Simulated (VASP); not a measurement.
# Ge (I4_1/amd) in VASP: notebook

Ge is run at these levels: PBE; tasks: single point.

All numbers are computed with VASP 6.6.1; they aren't measurements. Logs are shortened: lines on timing, memory, paths and dates and some standing lists are left out, and cuts for length are marked.

### 1 The cell of the first run

Symmetry: I4_1/amd, No. 141, tetragonal system. The conventional cell has a = 5.000 Å, b = 5.000 Å, c = 2.716 Å, α = 90.00°, β = 90.00°, γ = 90.00°. Within 3.4 Å of Ge (site symmetry -4m2) lie 10 Ge at 2.59 to 3.22 Å.

### 2 Single point, PBE (16.98 Å³/atom)

File INCAR:

```
  ALGO = Normal
  EDIFF = 1E-6
  ENCUT = 520
  GGA = PE
  ISIF = 2
  ISMEAR = 0
  LASPH = T
  LCHARG = F
  LREAL = F
  LWAVE = F
  NBANDS = 21
  NELM = 60
  PREC = Accurate
  SIGMA = 0.1
```

File KPOINTS:

```
k-points
0
Gamma
  16 16 16
```

File POSCAR:

```
Ge
1.0
   -2.4998999541      2.4998999541      1.3582044016
    2.4998999541     -2.4998999541      1.3582044016
    2.4998999541      2.4998999541     -1.3582044016
Ge
2
Direct
    0.2500000000      0.7500000000      0.5000000000
    0.5000000000      0.5000000000      0.0000000000
```

Potentials or basis: VASP PAW PBE potentials, release 64 (Ge_d).

Command:

```bash
> cat potpaw_PBE.64/Ge_d/POTCAR > POTCAR
> mpirun -np 1 vasp_std > vasp.out
```

OUTCAR:

```text
EDIFF = 1E-6
   ENCUT = 520
   GGA = PE
   ISIF = 2
   ISMEAR = 0
   LASPH = T
   LREAL = F
   NELM = 60
   PREC = Accurate

 ion  position               nearest neighbor table
   1  0.250  0.750  0.500-   2 2.59   2 2.59   2 2.59   2 2.59
   2  0.500  0.500  0.000-   1 2.59   1 2.59   1 2.59   1 2.59

  LATTYP: Found a body centered tetragonal cell.
 ALAT       =     4.9997999082
 C/A-ratio  =     0.5433035028

  Lattice vectors:

 A1 = (  -2.4998999541,   2.4998999541,   1.3582044016)
 A2 = (   2.4998999541,  -2.4998999541,   1.3582044016)
 A3 = (   2.4998999541,   2.4998999541,  -1.3582044016)

Analysis of symmetry for initial positions (statically):
=====================================================================
 Subroutine PRICEL returns:
 Original cell was already a primitive cell.

 Routine SETGRP: Setting up the symmetry group for a
 body centered tetragonal supercell.

 Subroutine GETGRP returns: Found 16 space group operations
 (whereof  8 operations were pure point group operations)
 out of a pool of 16 trial point group operations.

The static configuration has the point symmetry D_2d.
 The point group associated with its full space group is D_4h.

Analysis of symmetry for dynamics (positions and initial velocities):
=====================================================================
 Subroutine PRICEL returns:
 Original cell was already a primitive cell.

 Routine SETGRP: Setting up the symmetry group for a
 body centered tetragonal supercell.

 Subroutine GETGRP returns: Found 16 space group operations
 (whereof  8 operations were pure point group operations)
 out of a pool of 16 trial point group operations.

The dynamic configuration has the point symmetry D_2d.
 The point group associated with its full space group is D_4h.

 Subroutine INISYM returns: Found 16 space group operations
 (whereof  8 operations are pure point group operations),
 and found     1 'primitive' translations

----------------------------------------------------------------------------------------

                                     Primitive cell

  volume of cell :      33.9524

  direct lattice vectors                    reciprocal lattice vectors
    -2.499899954  2.499899954  1.358204402     0.000000000  0.200008004  0.368133102
     2.499899954 -2.499899954  1.358204402     0.200008004  0.000000000  0.368133102
     2.499899954  2.499899954 -1.358204402     0.200008004  0.200008004  0.000000000

  length of vectors
     3.787310227  3.787310227  3.787310227     0.418957256  0.418957256  0.282854032

  position of ions in fractional coordinates (direct lattice)
     0.250000000  0.750000000  0.500000000
     0.500000000  0.500000000  0.000000000

  ion indices of the primitive-cell ions
   primitive index   ion index
                 1           1
                 2           2

----------------------------------------------------------------------------------------

 KPOINTS: k-points

Automatic generation of k-mesh.
 Grid dimensions read from file:
 generate k-points for:   16   16   16

 Generating k-lattice:

  Cartesian coordinates                     Fractional coordinates (reciprocal lattice)
     0.000000000  0.012500500  0.023008319     0.062500000 -0.000000000  0.000000000
     0.012500500  0.000000000  0.023008319    -0.000000000  0.062500000  0.000000000
     0.012500500  0.012500500  0.000000000     0.000000000  0.000000000  0.062500000

  Length of vectors
     0.026184829  0.026184829  0.017678377

  Shift w.r.t. Gamma in fractional coordinates (k-lattice)
     0.000000000  0.000000000  0.000000000

 Subroutine IBZKPT returns following result:
 ===========================================

 Found    349 irreducible k-points:

 Following reciprocal coordinates:
            Coordinates               Weight
  0.000000  0.000000  0.000000      1.000000
  0.062500 -0.000000  0.000000      8.000000
  0.125000 -0.000000  0.000000      8.000000
  0.187500 -0.000000  0.000000      8.000000
  0.250000 -0.000000  0.000000      8.000000
  0.312500  0.000000 -0.000000      8.000000
[... 16 lines left out ...]
 -0.125000  0.062500 -0.000000     16.000000
 -0.062500  0.062500  0.000000      4.000000
 [... further k-points ...]
   k-points           NKPTS =    349   k-points in BZ     NKDIM =    349   number of bands    NBANDS=     21
   number of dos      NEDOS =    301   number of ions     NIONS =      2
   total plane-waves  NPLWV =  21952
   dimension x,y,z NGX =    28 NGY =   28 NGZ =   28
   dimension x,y,z NGXF=    56 NGYF=   56 NGZF=   56
   ions per type =               2
   NGX,Y,Z   is equivalent  to a cutoff of  12.29, 12.29, 12.29 a.u.
   NGXF,Y,Z  is equivalent  to a cutoff of  24.58, 24.58, 24.58 a.u.
 SYSTEM =  unknown system
   PREC   = accura    normal or accurate (medium, high low for compatibility)
   ISTART =      0    job   : 0-new  1-cont  2-samecut
   ICHARG =      2    charge: 1-file 2-atom 10-const
   ISPIN  =      1    spin polarized calculation?
   LNONCOLLINEAR =      F non collinear calculations
   LSORBIT =      F    spin-orbit coupling
   LASPH  =      T    aspherical Exc in radial PAW
   ENCUT  =  520.0 eV  38.22 Ry    6.18 a.u.   7.04  7.04  7.04*2*pi/ulx,y,z
   NELM   =     60;   NELMIN=  2; NELMDL= -5     # of ELM steps
   EDIFF  = 0.1E-05   stopping-criterion for ELM
   LREAL  =      F    real-space projection
   EDIFFG = 0.1E-04   stopping-criterion for IOM
   NSW    =      0    number of steps for IOM
   IBRION =     -1    ionic relax: 0-MD 1-quasi-New 2-CG
   NFREE  =      0    steps in history (QN), initial steepest desc. (CG)
   ISIF   =      2    stress and relaxation
   ISYM   =      2    0-nonsym 1-usesym 2-fastsym
   POTIM  = 0.5000    time-step for ionic-motion
   TEBEG  =    0.0;   TEEND  =   0.0 temperature during run
   PSTRESS=    0.0 pullay stress
   NELECT =      28.0000    total number of electrons
   NUPDOWN=      -1.0000    fix difference up-down
   EMIN   =  10.00;   EMAX   =-10.00  energy-range for DOS
   EFERMI =   0.00;   METHOD = LEGACY
   ISMEAR =     0;   SIGMA  =   0.10  broadening in eV -4-tet -1-fermi 0-gaus
   EFERMI_NEDOS =   21; number of points for ismear=-14 and -15
   IALGO  =     38    algorithm
   IMIX   =      4    mixing-type and parameters
     AMIX     =   0.40;   BMIX     =  1.00
     AMIX_MAG =   1.60;   BMIX_MAG =  1.00
  volume/ion in A,a.u.               =      16.98       114.56
  Fermi-wavevector in a.u.,A,eV,Ry     =   1.535220  2.901146 32.067591  2.356901
  Thomas-Fermi vector in A             =   2.642039
   LORBIT       =      0    0 simple, 1 ext, 2 COOP (PROOUT), +10 PAW based schemes
   GGA     = PE    functional components
   LHFCALC =     F    Hartree Fock is set to
   AEXX    =    0.0000 exact exchange contribution
   IVDW    =     0    specifies the selected vdW correction
   LEPSILON=     F    determine dielectric tensor
   LRPA    =     F    only Hartree local field effects (RPA)
 non-spin polarized calculation
 Gauss-broadening in eV      SIGMA  =   0.10
  energy-cutoff  :      520.00
  volume of cell :       33.95
 maximum number of plane-waves:       937
   NGX = 15   NGY = 15   NGZ = 15

 number of electron      27.9999991 magnetization

 Free energy of the ion-electron system (eV)
  ---------------------------------------------------
  ext. energy  EPLUGINS =         0.00000000
  ---------------------------------------------------
  free energy    TOTEN  =        -8.42538220 eV

  energy without entropy =       -8.42186824  energy(sigma->0) =       -8.42362522

 E-fermi :   7.8286     XC(G=0): -11.7682

 val. band max:        7.8185828173   @ k =   0.4375   0.3750   0.0000
 cond. band min:       7.8325532136   @ k =  -0.0625   0.3125   0.0625
 fundamental gap:      0.0139703963
 Fermi energy:         7.8286093239

 k-point     1 :       0.0000    0.0000    0.0000
  band No.  band energies     occupation
      1     -17.0498      2.00000
      2     -16.9898      2.00000
      3     -16.9589      2.00000
      4     -16.9523      2.00000
      5     -16.8150      2.00000
      6     -16.8150      2.00000
[... 13 lines left out ...]
     20      19.8511      0.00000
     21      20.8407      0.00000

 k-point     2 :       0.0625   -0.0000    0.0000
  band No.  band energies     occupation
      1     -17.0479      2.00000
      2     -16.9831      2.00000
      3     -16.9561      2.00000
      4     -16.9439      2.00000
      5     -16.8212      2.00000
      6     -16.8206      2.00000
[... 13 lines left out ...]
     20      19.8806      0.00000
     21      21.0289      0.00000

 k-point     3 :       0.1250   -0.0000    0.0000
  band No.  band energies     occupation
      1     -17.0420      2.00000
      2     -16.9648      2.00000
      3     -16.9483      2.00000
      4     -16.9219      2.00000
      5     -16.8346      2.00000
      6     -16.8295      2.00000
[... 13 lines left out ...]
     20      19.0247      0.00000
     21      19.4833      0.00000

 k-point     4 :       0.1875   -0.0000    0.0000
  band No.  band energies     occupation
      1     -17.0323      2.00000
      2     -16.9402      2.00000
      3     -16.9368      2.00000
      4     -16.8960      2.00000
      5     -16.8515      2.00000
      6     -16.8324      2.00000
[... 13 lines left out ...]
     20      17.8368      0.00000
     21      18.8840      0.00000

 k-point     5 :       0.2500   -0.0000    0.0000
  band No.  band energies     occupation
      1     -17.0208      2.00000
      2     -16.9244      2.00000
      3     -16.9196      2.00000
      4     -16.8839      2.00000
      5     -16.8680      2.00000
      6     -16.8282      2.00000
[... 13 lines left out ...]
     20      16.8926      0.00000
     21      19.1445      0.00000

 k-point     6 :       0.3125    0.0000   -0.0000
  band No.  band energies     occupation
      1     -17.0099      2.00000
      2     -16.9179      2.00000
      3     -16.9098      2.00000
      4     -16.8928      2.00000
      5     -16.8766      2.00000
      6     -16.8394      2.00000
[... 13 lines left out ...]
     20      16.2389      0.00000
     21      19.8531      0.00000

 k-point     7 :       0.3750   -0.0000    0.0000
  band No.  band energies     occupation
      1     -17.0012      2.00000
      2     -16.9228      2.00000
      3     -16.9147      2.00000
      4     -16.9009      2.00000
      5     -16.8716      2.00000
      6     -16.8492      2.00000
[... 13 lines left out ...]
     20      17.2080      0.00000
     21      20.7832      0.00000
[... 291 lines left out ...]
      1     -17.0124      2.00000
      2     -16.9243      2.00000
      3     -16.9169      2.00000
      4     -16.8963      2.00000
      5     -16.8628      2.00000
      6     -16.8326      2.00000
[... 13 lines left out ...]
     20      17.4639      0.00000
     21      18.9271      0.00000

 k-point    21 :      -0.2500    0.0625   -0.0000
  band No.  band energies     occupation
      1     -17.0240      2.00000
      2     -16.9437      2.00000
      3     -16.9291      2.00000
      4     -16.9057      2.00000
      5     -16.8488      2.00000
      6     -16.8255      2.00000
[... 13 lines left out ...]
     20      18.2635      0.00000
     21      18.8074      0.00000

 k-point    22 :      -0.1875    0.0625   -0.0000
  band No.  band energies     occupation
      1     -17.0349      2.00000
      2     -16.9668      2.00000
      3     -16.9416      2.00000
      4     -16.9278      2.00000
      5     -16.8337      2.00000
      6     -16.8238      2.00000
[... 13 lines left out ...]
     20      19.2065      0.00000
     21      19.6619      0.00000

 k-point    23 :      -0.1250    0.0625   -0.0000
  band No.  band energies     occupation
      1     -17.0428      2.00000
      2     -16.9843      2.00000
      3     -16.9513      2.00000
      4     -16.9472      2.00000
      5     -16.8219      2.00000
      6     -16.8175      2.00000
[... 13 lines left out ...]
     20      20.1979      0.00000
     21      20.9287      0.00000

 k-point    24 :      -0.0625    0.0625    0.0000
  band No.  band energies     occupation
      1     -17.0472      2.00000
      2     -16.9904      2.00000
      3     -16.9564      2.00000
      4     -16.9538      2.00000
      5     -16.8162      2.00000
      6     -16.8136      2.00000
[... 13 lines left out ...]
     20      20.2058      0.00000
     21      20.8275      0.00000

 [... further k-points ...]

------------------------ aborting loop because EDIFF is reached ----------------------------------------

  FORCE on cell =-STRESS in cart. coord.  units (eV):
  Direction    XX          YY          ZZ          XY          YZ          ZX
  --------------------------------------------------------------------------------------
  -------------------------------------------------------------------------------------
  Total        2.5061610      2.5061610      2.4856247      0.0000000      0.0000000      0.0000000
  in kB      118.2630732    118.2630732    117.2939895      0.0000000      0.0000000      0.0000000
  external PRESSURE =     117.9400453 kB  Pullay stress =       0.0000000 kB

 VOLUME and BASIS-vectors are now :
 -----------------------------------------------------------------------------
  energy-cutoff  :      520.00
  volume of cell :       33.95
      direct lattice vectors                 reciprocal lattice vectors
    -2.499899954  2.499899954  1.358204402     0.000000000  0.200008004  0.368133102
     2.499899954 -2.499899954  1.358204402     0.200008004  0.000000000  0.368133102
     2.499899954  2.499899954 -1.358204402     0.200008004  0.200008004  0.000000000

 POSITION                                       TOTAL-FORCE (eV/Angst)
 -----------------------------------------------------------------------------------
      2.49990      0.00000      0.67910         0.000000     -0.000000      0.000000
      0.00000      0.00000      1.35820        -0.000000      0.000000     -0.000000
 -----------------------------------------------------------------------------------
    total drift:                                0.000000     -0.000000      0.000000

  FREE ENERGIE OF THE ION-ELECTRON SYSTEM (eV)
  ---------------------------------------------------
  free  energy   TOTEN  =        -8.4253822002 eV

  energy  without entropy=       -8.4218682428  energy(sigma->0) =       -8.42362522
```

It took 2.1 min on 1 thread of AMD EPYC 9R45 (Zen 5), shared host; peak memory 0.28 GiB.

Results:

```yaml
Free_energy: -8.4254 eV
Pressure: 11.8 GPa
Band_gap_on_the_k_mesh: zero (bands 14 and 15 overlap by 5.88 eV)
```

Levels at points of the mesh, in eV from the Fermi level:
| k point | band 12 | band 13 | band 14 | band 15 | band 16 | band 17 |
| --- | --- | --- | --- | --- | --- | --- |
| (0.00, 0.00, 0.00) | -3.76 | -2.62 | -2.62 | 3.07 | 8.20 | 8.20 |
| (0.50, 0.00, 0.00) | -6.81 | -2.51 | -2.25 | -1.55 | 2.34 | 3.87 |
| (0.50, 0.50, 0.00) | -11.15 | 0.57 | 0.57 | 2.13 | 2.13 | 8.07 |
| (0.50, 0.50, 0.50) | -9.18 | -6.53 | -6.53 | 6.52 | 6.52 | 12.10 |

Caveat: the cell stands under pressure.

### 3 Single point, PBE (17.55 Å³/atom)

This run uses another cell than the first one, of 17.55 Å³/atom.

File INCAR:

```
PREC = Accurate
ENCUT = 520
EDIFF = 1E-7
ISMEAR = 0
SIGMA = 0.1
LREAL = False
LASPH = True
NELM = 80
ALGO = Normal
ISIF = 2
LWAVE = False
LCHARG = True
GGA = PE
LELF = True
LVHAR = True
NBANDS = 21
```

File KPOINTS:

```
Automatic mesh
0
Gamma
  16 16 16
```

File POSCAR:

```
Ge
1.0
   -2.5267479414      2.5267479414      1.3748181907
    2.5267479414     -2.5267479414      1.3748181907
    2.5267479414      2.5267479414     -1.3748181907
Ge
2
Direct
    0.2500000000      0.7500000000      0.5000000000
    0.5000000000      0.5000000000      0.0000000000
```

Potentials or basis: VASP PAW PBE potentials, release 64 (Ge_d).

Command:

```bash
> cat potpaw_PBE.64/Ge_d/POTCAR > POTCAR
> mpirun -np 1 vasp_std > vasp.out
```

Run time: 2.4 min. Hardware: 1 thread of AMD EPYC 9R45 (Zen 5), shared host; peak memory 0.28 GiB.

The run converged. Its results:

| Quantity | Value |
| --- | --- |
| Free energy | -8.4974 eV |
| Pressure | 8.1 GPa |
| Band gap on the k mesh | zero (bands 14 and 15 overlap by 5.66 eV) |

Stress tensor (GPa, compression positive):
```
8.14 0.00 0.00
0.00 8.14 0.00
0.00 0.00 8.03
```

Levels at points of the mesh, in eV from the Fermi level:
```
           k point  band 10  band 11  band 12  band 13  band 14  band 15  band 16  band 17  band 18  band 19
(0.00, 0.00, 0.00)   -24.47   -13.80    -3.86    -2.51    -2.51     3.16     7.98     7.98     8.53     8.77
(0.50, 0.00, 0.00)   -24.52    -8.21    -6.65    -2.57    -2.15    -1.49     2.39     3.75     5.80     9.04
(0.50, 0.50, 0.00)   -24.56   -10.92   -10.92     0.59     0.59     2.06     2.06     7.82     7.82    11.67
(0.50, 0.50, 0.50)   -24.61    -9.06    -9.06    -6.29    -6.29     6.33     6.33    11.70    11.70    16.00
```

Caveat: the cell stands under pressure.
